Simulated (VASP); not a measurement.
# Ni (Im-3m) in VASP: notebook

The runs below take Ni through single point, with PBEsol.

All numbers are computed with VASP 6.6.1; they aren't measurements. Logs are shortened: lines on timing, memory, paths and dates and some standing lists are left out, and cuts for length are marked.

### Step 1. The cell of the first run

The structure is cubic, space group Im-3m (No. 229). Conventional cell: a = 2.767 Å, b = 2.767 Å, c = 2.767 Å, α = 90.00°, β = 90.00°, γ = 90.00°. Within 3.2 Å of Ni (site symmetry m-3m) lie 14 Ni at 2.40 to 2.77 Å.

### Step 2. Single point, PBEsol, collinear spin, ferromagnetic start

File INCAR:

```
SYSTEM = Ni
  ALGO = Normal
  EDIFF = 1E-6
  ENCUT = 520
  GGA = PS
  ISIF = 2
  ISMEAR = -1
  ISPIN = 2
  LASPH = .True.
  LCHARG = .False.
  LMAXMIX = 4
  LORBIT = 11
  LREAL = .False.
  LWAVE = .False.
  MAGMOM = 2.5
  NBANDS = 15
  NELM = 150
  PREC = Accurate
  SIGMA = 0.05
```

File KPOINTS:

```
k-points
0
Gamma
  13 13 13
  0 0 0
```

File POSCAR:

```
Ni
1.0
   -1.3837154700      1.3837154700      1.3837154700
    1.3837154700     -1.3837154700      1.3837154700
    1.3837154700      1.3837154700     -1.3837154700
Ni
1
Direct
    0.0000000000      0.0000000000      0.0000000000
```

Potentials or basis: VASP PAW PBE potentials, release 64 (Ni).

On the command line:

```
$ cat potpaw_PBE.64/Ni/POTCAR > POTCAR
$ mpirun -np 1 vasp_std > vasp.out
```

OUTCAR:

```text
SYSTEM = Ni
   EDIFF = 1E-6
   ENCUT = 520
   GGA = PS
   ISIF = 2
   ISMEAR = -1
   ISPIN = 2
   LASPH = .True.
   LORBIT = 11
   LREAL = .False.
   NELM = 150
   PREC = Accurate

 ion  position               nearest neighbor table
   1  0.000  0.000  0.000-

  LATTYP: Found a body centered cubic cell.
 ALAT       =     2.7674309400

  Lattice vectors:

 A1 = (  -1.3837154700,   1.3837154700,   1.3837154700)
 A2 = (   1.3837154700,  -1.3837154700,   1.3837154700)
 A3 = (   1.3837154700,   1.3837154700,  -1.3837154700)

Analysis of symmetry for initial positions (statically):
=====================================================================
 Subroutine PRICEL returns:
 Original cell was already a primitive cell.

 Routine SETGRP: Setting up the symmetry group for a
 body centered cubic supercell.

 Subroutine GETGRP returns: Found 48 space group operations
 (whereof 48 operations were pure point group operations)
 out of a pool of 48 trial point group operations.

The static configuration has the point symmetry O_h .

Analysis of symmetry for dynamics (positions and initial velocities):
=====================================================================
 Subroutine PRICEL returns:
 Original cell was already a primitive cell.

 Routine SETGRP: Setting up the symmetry group for a
 body centered cubic supercell.

 Subroutine GETGRP returns: Found 48 space group operations
 (whereof 48 operations were pure point group operations)
 out of a pool of 48 trial point group operations.

The dynamic configuration has the point symmetry O_h .

Analysis of structural, dynamic, and magnetic symmetry:
=====================================================================
 Subroutine PRICEL returns:
 Original cell was already a primitive cell.

 Routine SETGRP: Setting up the symmetry group for a
 body centered cubic supercell.

 Subroutine GETGRP returns: Found 48 space group operations
 (whereof 48 operations were pure point group operations)
 out of a pool of 48 trial point group operations.

The overall configuration has the point symmetry O_h .

 Subroutine INISYM returns: Found 48 space group operations
 (whereof 48 operations are pure point group operations),
 and found     1 'primitive' translations

----------------------------------------------------------------------------------------

                                     Primitive cell

  volume of cell :      10.5974

  direct lattice vectors                    reciprocal lattice vectors
    -1.383715470  1.383715470  1.383715470     0.000000000  0.361345964  0.361345964
     1.383715470 -1.383715470  1.383715470     0.361345964  0.000000000  0.361345964
     1.383715470  1.383715470 -1.383715470     0.361345964  0.361345964  0.000000000

  length of vectors
     2.396665497  2.396665497  2.396665497     0.511020363  0.511020363  0.511020363

  position of ions in fractional coordinates (direct lattice)
     0.000000000  0.000000000  0.000000000

  ion indices of the primitive-cell ions
   primitive index   ion index
                 1           1

----------------------------------------------------------------------------------------

 KPOINTS: k-points

Automatic generation of k-mesh.
 Grid dimensions read from file:
 generate k-points for:   13   13   13

 Generating k-lattice:

  Cartesian coordinates                     Fractional coordinates (reciprocal lattice)
     0.000000000  0.027795843  0.027795843     0.076923077  0.000000000  0.000000000
     0.027795843  0.000000000  0.027795843     0.000000000  0.076923077  0.000000000
     0.027795843  0.027795843  0.000000000     0.000000000  0.000000000  0.076923077

  Length of vectors
     0.039309259  0.039309259  0.039309259

  Shift w.r.t. Gamma in fractional coordinates (k-lattice)
     0.000000000  0.000000000  0.000000000

 Subroutine IBZKPT returns following result:
 ===========================================

 Found     84 irreducible k-points:

 Following reciprocal coordinates:
            Coordinates               Weight
  0.000000  0.000000  0.000000      1.000000
  0.076923  0.000000  0.000000     12.000000
  0.153846  0.000000  0.000000     12.000000
  0.230769  0.000000  0.000000     12.000000
  0.307692  0.000000  0.000000     12.000000
  0.384615  0.000000  0.000000     12.000000
[... 16 lines left out ...]
  0.153846  0.076923  0.076923     24.000000
  0.230769  0.076923  0.076923     24.000000
 [... further k-points ...]
   k-points           NKPTS =     84   k-points in BZ     NKDIM =     84   number of bands    NBANDS=     15
   number of dos      NEDOS =    301   number of ions     NIONS =      1
   total plane-waves  NPLWV =   5832
   dimension x,y,z NGX =    18 NGY =   18 NGZ =   18
   dimension x,y,z NGXF=    36 NGYF=   36 NGZF=   36
   ions per type =               1
   NGX,Y,Z   is equivalent  to a cutoff of  12.49, 12.49, 12.49 a.u.
   NGXF,Y,Z  is equivalent  to a cutoff of  24.97, 24.97, 24.97 a.u.
 SYSTEM =  Ni
   PREC   = accura    normal or accurate (medium, high low for compatibility)
   ISTART =      0    job   : 0-new  1-cont  2-samecut
   ICHARG =      2    charge: 1-file 2-atom 10-const
   ISPIN  =      2    spin polarized calculation?
   LNONCOLLINEAR =      F non collinear calculations
   LSORBIT =      F    spin-orbit coupling
   LASPH  =      T    aspherical Exc in radial PAW
   ENCUT  =  520.0 eV  38.22 Ry    6.18 a.u.   4.46  4.46  4.46*2*pi/ulx,y,z
   NELM   =    150;   NELMIN=  2; NELMDL= -5     # of ELM steps
   EDIFF  = 0.1E-05   stopping-criterion for ELM
   LREAL  =      F    real-space projection
   EDIFFG = 0.1E-04   stopping-criterion for IOM
   NSW    =      0    number of steps for IOM
   IBRION =     -1    ionic relax: 0-MD 1-quasi-New 2-CG
   NFREE  =      0    steps in history (QN), initial steepest desc. (CG)
   ISIF   =      2    stress and relaxation
   ISYM   =      2    0-nonsym 1-usesym 2-fastsym
   POTIM  = 0.5000    time-step for ionic-motion
   TEBEG  =    0.0;   TEEND  =   0.0 temperature during run
   PSTRESS=    0.0 pullay stress
   NELECT =      10.0000    total number of electrons
   NUPDOWN=      -1.0000    fix difference up-down
   EMIN   =  10.00;   EMAX   =-10.00  energy-range for DOS
   EFERMI =   0.00;   METHOD = LEGACY
   ISMEAR =    -1;   SIGMA  =   0.05  broadening in eV -4-tet -1-fermi 0-gaus
   EFERMI_NEDOS =   21; number of points for ismear=-14 and -15
   IALGO  =     38    algorithm
   IMIX   =      4    mixing-type and parameters
     AMIX     =   0.40;   BMIX     =  1.00
     AMIX_MAG =   1.60;   BMIX_MAG =  1.00
  volume/ion in A,a.u.               =      10.60        71.51
  Fermi-wavevector in a.u.,A,eV,Ry     =   1.605738  3.034405 35.081190  2.578395
  Thomas-Fermi vector in A             =   2.702037
   LORBIT       =     11    0 simple, 1 ext, 2 COOP (PROOUT), +10 PAW based schemes
   GGA     = PS    functional components
   LHFCALC =     F    Hartree Fock is set to
   AEXX    =    0.0000 exact exchange contribution
   IVDW    =     0    specifies the selected vdW correction
   LEPSILON=     F    determine dielectric tensor
   LRPA    =     F    only Hartree local field effects (RPA)
 spin polarized calculation
  energy-cutoff  :      520.00
  volume of cell :       10.60
 maximum number of plane-waves:       321
 NGX is ok and might be reduce to    18
   NGX =  9   NGY =  9   NGZ =  9

 number of electron      10.0000004 magnetization       0.5801998

 Free energy of the ion-electron system (eV)
  ---------------------------------------------------
  ext. energy  EPLUGINS =         0.00000000
  ---------------------------------------------------
  free energy    TOTEN  =        -6.03839048 eV

  energy without entropy =       -6.02317559  energy(sigma->0) =       -6.03078304

 E-fermi :   9.4197     XC(G=0): -13.5879

 val. band max:        9.4156796424   @ k =   0.4615   0.0000   0.0000
 cond. band min:       9.4221331866   @ k =  -0.3077   0.3846   0.0769
 fundamental gap:      0.0064535442
 Fermi energy:         9.4196852918

 spin component 1

 k-point     1 :       0.0000    0.0000    0.0000
  band No.  band energies     occupation
      1       0.3132      1.00000
      2       7.0640      1.00000
      3       7.0640      1.00000
      4       7.0640      1.00000
      5       8.5213      1.00000
      6       8.5213      1.00000
      7      36.1382      0.00000
      8      36.1382      0.00000
      9      36.1382      0.00000
     10      41.2001      0.00000
     11      41.2001      0.00000
     12      42.4106      0.00000
     13      42.4106      0.00000
     14      42.4106      0.00000
     15      43.0573      0.00000

 k-point     2 :       0.0769    0.0000    0.0000
  band No.  band energies     occupation
      1       0.5626      1.00000
      2       7.0061      1.00000
      3       7.0593      1.00000
      4       7.1791      1.00000
      5       8.4637      1.00000
      6       8.5259      1.00000
      7      34.2393      0.00000
      8      35.6543      0.00000
      9      35.8260      0.00000
     10      39.6544      0.00000
     11      39.8731      0.00000
     12      39.9235      0.00000
     13      42.3260      0.00000
     14      43.8568      0.00000
     15      44.8999      0.00000
[... 365 lines left out ...]
      3       6.6617      1.00000
      4       8.3814      1.00000
      5       8.4451      1.00000
      6       8.5296      1.00000
      7      26.6219      0.00000
      8      28.7023      0.00000
      9      30.5446      0.00000
     10      37.9678      0.00000
     11      41.9186      0.00000
     12      42.4536      0.00000
     13      44.8163      0.00000
     14      45.8289      0.00000
     15      49.8470      0.00000

 k-point    24 :       0.2308    0.0769    0.0769
  band No.  band energies     occupation
      1       4.0312      1.00000
      2       6.3373      1.00000
      3       6.6747      1.00000
      4       8.3950      1.00000
      5       8.6020      1.00000
      6       9.1871      0.99054
      7      22.7647      0.00000
      8      27.4058      0.00000
      9      28.8133      0.00000
     10      37.6535      0.00000
     11      41.2827      0.00000
     12      44.0093      0.00000
     13      45.9990      0.00000
     14      49.5627      0.00000
     15      52.4920      0.00000

 [... further k-points ...]

 spin component 2

 k-point     1 :       0.0000    0.0000    0.0000
  band No.  band energies     occupation
      1       0.3289      1.00000
      2       7.7308      1.00000
      3       7.7308      1.00000
      4       7.7308      1.00000
      5       9.0588      0.99927
      6       9.0588      0.99927
      7      36.0767      0.00000
      8      36.0767      0.00000
      9      36.0767      0.00000
     10      41.1725      0.00000
     11      41.1725      0.00000
     12      42.6045      0.00000
     13      42.6045      0.00000
     14      42.6045      0.00000
     15      43.2314      0.00000

 k-point     2 :       0.0769    0.0000    0.0000
  band No.  band energies     occupation
      1       0.5786      1.00000
      2       7.6691      1.00000
      3       7.7228      1.00000
      4       7.8498      1.00000
      5       8.9986      0.99978
      6       9.0637      0.99919
      7      34.2323      0.00000
      8      35.6054      0.00000
      9      35.7968      0.00000
     10      39.8419      0.00000
     11      39.9153      0.00000
     12      40.0769      0.00000
     13      42.3301      0.00000
     14      44.0028      0.00000
     15      45.0120      0.00000
[... 365 lines left out ...]
      3       7.2593      1.00000
      4       8.9352      0.99994
      5       9.0768      0.99895
      6       9.1361      0.99657
      7      26.7418      0.00000
      8      28.7799      0.00000
      9      30.7052      0.00000
     10      37.9344      0.00000
     11      42.0309      0.00000
     12      42.5051      0.00000
     13      44.8758      0.00000
     14      45.9290      0.00000
     15      50.0317      0.00000

 k-point    24 :       0.2308    0.0769    0.0769
  band No.  band energies     occupation
      1       4.1369      1.00000
      2       6.9451      1.00000
      3       7.1920      1.00000
      4       8.9669      0.99988
      5       9.1518      0.99531
      6       9.8614      0.00015
      7      22.9365      0.00000
      8      27.4881      0.00000
      9      28.9585      0.00000
     10      37.6656      0.00000
     11      41.3908      0.00000
     12      44.0478      0.00000
     13      46.0616      0.00000
     14      49.6474      0.00000
     15      52.6569      0.00000

 [... further k-points ...]
[... 5 lines left out ...]
  --------------------------------------------------------------------------------------
  -------------------------------------------------------------------------------------
  Total       -0.1599760     -0.1599760     -0.1599760      0.0000000      0.0000000      0.0000000
  in kB      -24.1860591    -24.1860591    -24.1860591      0.0000000      0.0000000      0.0000000
  external PRESSURE =     -24.1860591 kB  Pullay stress =       0.0000000 kB

 VOLUME and BASIS-vectors are now :
 -----------------------------------------------------------------------------
  energy-cutoff  :      520.00
  volume of cell :       10.60
      direct lattice vectors                 reciprocal lattice vectors
    -1.383715470  1.383715470  1.383715470     0.000000000  0.361345964  0.361345964
     1.383715470 -1.383715470  1.383715470     0.361345964  0.000000000  0.361345964
     1.383715470  1.383715470 -1.383715470     0.361345964  0.361345964  0.000000000

 POSITION                                       TOTAL-FORCE (eV/Angst)
 -----------------------------------------------------------------------------------
      0.00000      0.00000      0.00000        -0.000000      0.000000     -0.000000
 -----------------------------------------------------------------------------------
    total drift:                                0.000000      0.000000      0.000000

  FREE ENERGIE OF THE ION-ELECTRON SYSTEM (eV)
  ---------------------------------------------------
  free  energy   TOTEN  =        -6.0383904849 eV

  energy  without entropy=       -6.0231755925  energy(sigma->0) =       -6.03078304

 total charge

# of ion       s       p       d       tot
------------------------------------------
    1        0.506   0.519   8.340   9.365

 magnetization (x)

# of ion       s       p       d       tot
------------------------------------------
    1       -0.003  -0.014   0.600   0.583
```

Run time: 71 s. Hardware: 1 thread of Intel Xeon 8259CL, shared host; peak memory 0.14 GiB.

Results:

```yaml
Free_energy: -6.0384 eV
Pressure: -2.4 GPa
Net_moment: 0.58 μB per cell
Site_moments: Ni +0.58 μB
Valence_electrons_inside_the_program's_atomic_spheres: Ni 9.37
```

Caveat: the PAW data sets were made with another functional, which shifts forces and pressure a little.

### Step 3. Single point, PBEsol, collinear spin, ferromagnetic start (volume scaled by 0.96)

File INCAR:

```
PREC = Accurate
ENCUT = 520
EDIFF = 1E-6
ISMEAR = -1
SIGMA = 0.05
LREAL = F
LASPH = T
NELM = 150
ALGO = Normal
ISIF = 2
LWAVE = F
LCHARG = F
ISPIN = 2
MAGMOM = 1
LORBIT = 11
LMAXMIX = 4
GGA = PS
NBANDS = 15
```

File KPOINTS:

```
Automatic mesh
0
Gamma
  13 13 13
```

File POSCAR:

```
Ni
1.0
   -1.3650143198      1.3650143198      1.3650143198
    1.3650143198     -1.3650143198      1.3650143198
    1.3650143198      1.3650143198     -1.3650143198
Ni
1
Direct
    0.0000000000      0.0000000000      0.0000000000
```

Potentials or basis: VASP PAW PBE potentials, release 64 (Ni).

On the command line:

```
$ cat potpaw_PBE.64/Ni/POTCAR > POTCAR
$ mpirun -np 1 vasp_std > vasp.out
```

Run time: 17 s. Hardware: 1 thread of Intel Xeon Platinum 8488C (Sapphire Rapids), shared host; peak memory 0.13 GiB.

The run converged. Its results:

```yaml
Free_energy: -6.0331 eV
Pressure: 6.8 GPa
Net_moment: 0.54 μB per cell
Site_moments: Ni +0.54 μB
Valence_electrons_inside_the_program's_atomic_spheres: Ni 9.45
```

Levels at points of the mesh, in eV from the Fermi level:
Spin up:
| k point | band 3 | band 4 | band 5 | band 6 | band 7 | band 8 |
| --- | --- | --- | --- | --- | --- | --- |
| (0.00, 0.00, 0.00) | -2.43 | -2.43 | -0.89 | -0.89 | 27.16 | 27.16 |
Spin down:
| k point | band 1 | band 2 | band 3 | band 4 | band 5 | band 6 | band 7 | band 8 | band 9 | band 10 |
| --- | --- | --- | --- | --- | --- | --- | --- | --- | --- | --- |
| (0.00, 0.00, 0.00) | -9.36 | -1.81 | -1.81 | -1.81 | -0.39 | -0.39 | 27.11 | 27.11 | 27.11 | 32.50 |

Caveat: the PAW data sets were made with another functional, which shifts forces and pressure a little.

(Continued in part 2 of 2.)
